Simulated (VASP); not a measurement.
# TiO2 (P4_2/mnm) in VASP: relaxation of cell and atoms with r2SCAN

Aim: the relaxation of cell and atoms of TiO2 with r2SCAN.

Everything below comes from runs of VASP 6.6.1. Logs are shortened: lines on timing, memory, paths and dates and some standing lists are left out, and cuts for length are marked.

### Step 1. The cell of the first run

The structure is tetragonal, space group P4_2/mnm (No. 136). The conventional cell has a = 4.600 Å, b = 4.600 Å, c = 2.960 Å, α = 90.00°, β = 90.00°, γ = 90.00°. Within 2.6 Å of Ti (site symmetry mmm) lie 6 O at 1.95 to 1.98 Å. Within 2.6 Å of O (site symmetry m2m) lie 3 Ti at 1.95 to 1.98 Å and 1 O at 2.54 Å.

### Step 2. Relaxation of cell and atoms, r2SCAN

File POSCAR:

```
TiO2
1.0
    4.6000000000      0.0000000000      0.0000000000
    0.0000000000      4.6000000000      0.0000000000
    0.0000000000      0.0000000000      2.9600000000
Ti O
2 4
Direct
    0.0000000000      0.0000000000      0.0000000000
    0.5000000000      0.5000000000      0.5000000000
    0.3050000000      0.3050000000      0.0000000000
   -0.3050000000     -0.3050000000      0.0000000000
    0.8050000000      0.1950000000      0.5000000000
    0.1950000000      0.8050000000      0.5000000000
```

File INCAR.step1:

```
PREC = Accurate ; ENCUT = 600
ISMEAR = 0 ; SIGMA = 0.02
LREAL = False ; LASPH = True
NELM = 100 ; GGA = PE
ALGO = Normal ; EDIFF = 1E-4
LWAVE = True ; LCHARG = False
```

File INCAR.step2:

```
PREC = Accurate ; ENCUT = 600
EDIFF = 1E-6 ; ISMEAR = 0
SIGMA = 0.02 ; LREAL = False
LASPH = True ; NELM = 100
ALGO = Normal ; ISIF = 3
LWAVE = False ; LCHARG = False
METAGGA = R2SCAN ; LMIXTAU = True
IBRION = 2 ; NSW = 80
EDIFFG = -0.01 ; ISTART = 1
```

File KPOINTS:

```
regular mesh
0
Gamma
  6 6 8
```

Potentials or basis: VASP PAW PBE potentials, release 64 (Ti_sv, O).

Launch:

```
> cat potpaw_PBE.64/Ti_sv/POTCAR potpaw_PBE.64/O/POTCAR > POTCAR
> cp INCAR.step1 INCAR
> mpirun -np 1 vasp_std > vasp.out
> cp INCAR.step2 INCAR
> mpirun -np 1 vasp_std > vasp.out
```

OUTCAR:

```text
PREC = Accurate
   ENCUT = 600
   EDIFF = 1E-6
   ISMEAR = 0
   LREAL = False
   LASPH = True
   NELM = 100
   ISIF = 3
   METAGGA = R2SCAN
   IBRION = 2
   NSW = 80
   EDIFFG = -0.01
   ISTART = 1

 ion  position               nearest neighbor table
   1  0.000  0.000  0.000-   5 1.95   6 1.95   5 1.95   6 1.95   3 1.98   4 1.98
   2  0.500  0.500  0.500-   3 1.95   4 1.95   3 1.95   4 1.95   5 1.98   6 1.98
   3  0.305  0.305  0.000-   2 1.95   2 1.95   1 1.98
   4  0.695  0.695  0.000-   2 1.95   2 1.95   1 1.98
   5  0.805  0.195  0.500-   1 1.95   1 1.95   2 1.98
   6  0.195  0.805  0.500-   1 1.95   1 1.95   2 1.98

  LATTYP: Found a simple tetragonal cell.
 ALAT       =     4.6000000000
 C/A-ratio  =     0.6434782609

  Lattice vectors:

 A1 = (   4.6000000000,   0.0000000000,   0.0000000000)
 A2 = (   0.0000000000,   4.6000000000,   0.0000000000)
 A3 = (   0.0000000000,   0.0000000000,   2.9600000000)

Analysis of symmetry for initial positions (statically):
=====================================================================
 Subroutine PRICEL returns:
 Original cell was already a primitive cell.

 Routine SETGRP: Setting up the symmetry group for a
 simple tetragonal supercell.

 Subroutine GETGRP returns: Found 16 space group operations
 (whereof  8 operations were pure point group operations)
 out of a pool of 16 trial point group operations.

The static configuration has the point symmetry D_2h.
 The point group associated with its full space group is D_4h.

Analysis of symmetry for dynamics (positions and initial velocities):
=====================================================================
 Subroutine PRICEL returns:
 Original cell was already a primitive cell.

 Routine SETGRP: Setting up the symmetry group for a
 simple tetragonal supercell.

 Subroutine GETGRP returns: Found 16 space group operations
 (whereof  8 operations were pure point group operations)
 out of a pool of 16 trial point group operations.

The dynamic configuration has the point symmetry D_2h.
 The point group associated with its full space group is D_4h.

 Subroutine INISYM returns: Found 16 space group operations
 (whereof  8 operations are pure point group operations),
 and found     1 'primitive' translations

----------------------------------------------------------------------------------------

                                     Primitive cell

  volume of cell :      62.6336

  direct lattice vectors                    reciprocal lattice vectors
     4.600000000  0.000000000  0.000000000     0.217391304  0.000000000  0.000000000
     0.000000000  4.600000000  0.000000000     0.000000000  0.217391304  0.000000000
     0.000000000  0.000000000  2.960000000     0.000000000  0.000000000  0.337837838

  length of vectors
     4.600000000  4.600000000  2.960000000     0.217391304  0.217391304  0.337837838

  position of ions in fractional coordinates (direct lattice)
     0.000000000  0.000000000  0.000000000
     0.500000000  0.500000000  0.500000000
     0.305000000  0.305000000  0.000000000
     0.695000000  0.695000000  0.000000000
     0.805000000  0.195000000  0.500000000
     0.195000000  0.805000000  0.500000000

  ion indices of the primitive-cell ions
   primitive index   ion index
                 1           1
                 2           2
                 3           3
                 4           4
                 5           5
                 6           6

----------------------------------------------------------------------------------------

 KPOINTS: regular mesh

Automatic generation of k-mesh.
 Grid dimensions read from file:
 generate k-points for:    6    6    8

 Generating k-lattice:

  Cartesian coordinates                     Fractional coordinates (reciprocal lattice)
     0.036231884  0.000000000  0.000000000     0.166666667  0.000000000  0.000000000
     0.000000000  0.036231884  0.000000000     0.000000000  0.166666667  0.000000000
     0.000000000  0.000000000  0.042229730     0.000000000  0.000000000  0.125000000

  Length of vectors
     0.036231884  0.036231884  0.042229730

  Shift w.r.t. Gamma in fractional coordinates (k-lattice)
     0.000000000  0.000000000  0.000000000

 Subroutine IBZKPT returns following result:
 ===========================================

 Found     50 irreducible k-points:

 Following reciprocal coordinates:
            Coordinates               Weight
  0.000000  0.000000  0.000000      1.000000
  0.166667  0.000000  0.000000      4.000000
  0.333333  0.000000  0.000000      4.000000
  0.500000  0.000000  0.000000      2.000000
  0.166667  0.166667  0.000000      4.000000
  0.333333  0.166667  0.000000      8.000000
[... 16 lines left out ...]
  0.333333  0.000000  0.250000      8.000000
  0.500000  0.000000  0.250000      4.000000
 [... further k-points ...]
   k-points           NKPTS =     50   k-points in BZ     NKDIM =     50   number of bands    NBANDS=     28
   number of dos      NEDOS =    301   number of ions     NIONS =      6
   total plane-waves  NPLWV =  38400
   dimension x,y,z NGX =    40 NGY =   40 NGZ =   24
   dimension x,y,z NGXF=    80 NGYF=   80 NGZF=   48
   ions per type =               2   4
   NGX,Y,Z   is equivalent  to a cutoff of  14.46, 14.46, 13.48 a.u.
   NGXF,Y,Z  is equivalent  to a cutoff of  28.91, 28.91, 26.96 a.u.
 SYSTEM =  unknown system
   PREC   = accura    normal or accurate (medium, high low for compatibility)
   ISTART =      1    job   : 0-new  1-cont  2-samecut
   ICHARG =      0    charge: 1-file 2-atom 10-const
   ISPIN  =      1    spin polarized calculation?
   LNONCOLLINEAR =      F non collinear calculations
   LSORBIT =      F    spin-orbit coupling
   LASPH  =      T    aspherical Exc in radial PAW
   ENCUT  =  600.0 eV  44.10 Ry    6.64 a.u.   9.19  9.19  5.91*2*pi/ulx,y,z
   NELM   =    100;   NELMIN=  2; NELMDL=  0     # of ELM steps
   EDIFF  = 0.1E-05   stopping-criterion for ELM
   LREAL  =      F    real-space projection
   EDIFFG = -.1E-01   stopping-criterion for IOM
   NSW    =     80    number of steps for IOM
   IBRION =      2    ionic relax: 0-MD 1-quasi-New 2-CG
   NFREE  =      1    steps in history (QN), initial steepest desc. (CG)
   ISIF   =      3    stress and relaxation
   ISYM   =      2    0-nonsym 1-usesym 2-fastsym
   POTIM  = 0.5000    time-step for ionic-motion
   TEBEG  =    0.0;   TEEND  =   0.0 temperature during run
   PSTRESS=    0.0 pullay stress
   NELECT =      48.0000    total number of electrons
   NUPDOWN=      -1.0000    fix difference up-down
   EMIN   =  10.00;   EMAX   =-10.00  energy-range for DOS
   EFERMI =   0.00;   METHOD = LEGACY
   ISMEAR =     0;   SIGMA  =   0.02  broadening in eV -4-tet -1-fermi 0-gaus
   EFERMI_NEDOS =   21; number of points for ismear=-14 and -15
   IALGO  =     38    algorithm
   IMIX   =      4    mixing-type and parameters
     AMIX     =   0.40;   BMIX     =  1.00
     AMIX_MAG =   1.60;   BMIX_MAG =  1.00
  volume/ion in A,a.u.               =      10.44        70.45
  Fermi-wavevector in a.u.,A,eV,Ry     =   1.498141  2.831077 30.537289  2.244427
  Thomas-Fermi vector in A             =   2.609939
   LORBIT       =      0    0 simple, 1 ext, 2 COOP (PROOUT), +10 PAW based schemes
   METAGGA = R2SCAN    functional components
   LHFCALC =     F    Hartree Fock is set to
   AEXX    =    0.0000 exact exchange contribution
   IVDW    =     0    specifies the selected vdW correction
   LEPSILON=     F    determine dielectric tensor
   LRPA    =     F    only Hartree local field effects (RPA)
 conjugate gradient relaxation of ions
 non-spin polarized calculation
 Gauss-broadening in eV      SIGMA  =   0.02
  energy-cutoff  :      600.00
  volume of cell :       62.63
 maximum number of plane-waves:      2112
 NGX is ok and might be reduce to    40
   NGX = 19   NGY = 19   NGZ = 11

--------------------------------------- Ionic step        1  -------------------------------------------

 number of electron      47.9999987 magnetization

 Free energy of the ion-electron system (eV)
  ---------------------------------------------------
  ext. energy  EPLUGINS =         0.00000000
  ---------------------------------------------------
  free energy    TOTEN  =       -69.80747851 eV

  energy without entropy =      -69.80747851  energy(sigma->0) =      -69.80747851

------------------------ aborting loop because EDIFF is reached ----------------------------------------

  FORCE on cell =-STRESS in cart. coord.  units (eV):
  Direction    XX          YY          ZZ          XY          YZ          ZX
  --------------------------------------------------------------------------------------
  -------------------------------------------------------------------------------------
  Total        0.0578834      0.0578834      0.0859960      0.0000000      0.0000000      0.0000000
  in kB        1.4806665      1.4806665      2.1997914      0.0000000      0.0000000      0.0000000
  external PRESSURE =       1.7203748 kB  Pullay stress =       0.0000000 kB
[... 145 lines left out ...]
  energy  without entropy=      -69.8078461829  energy(sigma->0) =      -69.80784618

--------------------------------------- Ionic step        5  -------------------------------------------

 number of electron      47.9999987 magnetization

 Free energy of the ion-electron system (eV)
  ---------------------------------------------------
  ext. energy  EPLUGINS =         0.00000000
  ---------------------------------------------------
  free energy    TOTEN  =       -69.80786492 eV

  energy without entropy =      -69.80786492  energy(sigma->0) =      -69.80786492

 E-fermi :   4.6541     XC(G=0): -12.1352

 val. band max:        4.5099189946   @ k =   0.0000   0.0000   0.0000
 cond. band min:       6.7249942518   @ k =   0.0000   0.0000   0.0000
 fundamental gap:      2.2150752572
 Fermi energy:         4.6541249708

 k-point     1 :       0.0000    0.0000    0.0000
  band No.  band energies     occupation
      1     -54.6540      2.00000
      2     -54.6365      2.00000
      3     -29.9162      2.00000
      4     -29.9162      2.00000
      5     -29.7408      2.00000
      6     -29.7408      2.00000
[... 733 lines left out ...]
     27       8.0693      0.00000
     28       8.0693      0.00000

 [... further k-points ...]

------------------------ aborting loop because EDIFF is reached ----------------------------------------

  FORCE on cell =-STRESS in cart. coord.  units (eV):
  Direction    XX          YY          ZZ          XY          YZ          ZX
  --------------------------------------------------------------------------------------
  -------------------------------------------------------------------------------------
  Total        0.0207889      0.0207889      0.0270280     -0.0000000      0.0000000      0.0000000
  in kB        0.5317171      0.5317171      0.6912934     -0.0000000      0.0000000      0.0000000
  external PRESSURE =       0.5849092 kB  Pullay stress =       0.0000000 kB
[... 21 lines left out ...]
  FREE ENERGIE OF THE ION-ELECTRON SYSTEM (eV)
  ---------------------------------------------------
  free  energy   TOTEN  =       -69.8078649172 eV

  energy  without entropy=      -69.8078649172  energy(sigma->0) =      -69.80786492

 reached required accuracy - stopping structural energy minimisation
```

Wall time 31 min (1 thread of Intel Xeon 8259CL, shared host); peak memory 0.27 GiB.

Results:

- Free energy: -69.8079 eV
- Relaxed volume: 10.44 Å³/atom
- Relaxed cell: a = 4.600 Å, b = 4.600 Å, c = 2.960 Å, α = 90.00°, β = 90.00°, γ = 90.00°
- Space group after relaxing (to 0.1 Å): P4_2/mnm (No. 136)
- Energy gained by relaxing: 0.1 meV/atom
- Ionic steps: 5
- Pressure after relaxing: 0.1 GPa
- Band gap on the k mesh: 2.22 eV

The path:
| step | energy change (eV) | largest force (eV/Å) | pressure (GPa) | volume (Å³) |
| --- | --- | --- | --- | --- |
| 1 | 0.0000 | 0.0647 | 0.17 | 62.63 |
| 2 | -0.0003 | 0.0109 | -0.37 | 62.74 |
| 3 | -0.0003 | 0.0117 | -0.21 | 62.71 |
| 4 | -0.0004 | 0.0053 | 0.13 | 62.61 |
| 5 | -0.0004 | 0.0008 | 0.06 | 62.64 |

Final structure:
```yaml
crystal:
  lattice:
    - [4.60013, 0.00000, 0.00000]
    - [0.00000, 4.60013, 0.00000]
    - [0.00000, 0.00000, 2.96020]
  atoms:
    - { symbol: Ti, position: [0.00000, 0.00000, 0.00000] }
    - { symbol: Ti, position: [0.50000, 0.50000, 0.50000] }
    - { symbol: O, position: [0.30455, 0.30455, 0.00000] }
    - { symbol: O, position: [0.69545, 0.69545, 0.00000] }
    - { symbol: O, position: [0.80455, 0.19545, 0.50000] }
    - { symbol: O, position: [0.19545, 0.80455, 0.50000] }
```

Caveat: the PAW data sets were made with another functional, which shifts forces and pressure a little. A k mesh can miss the band edges.
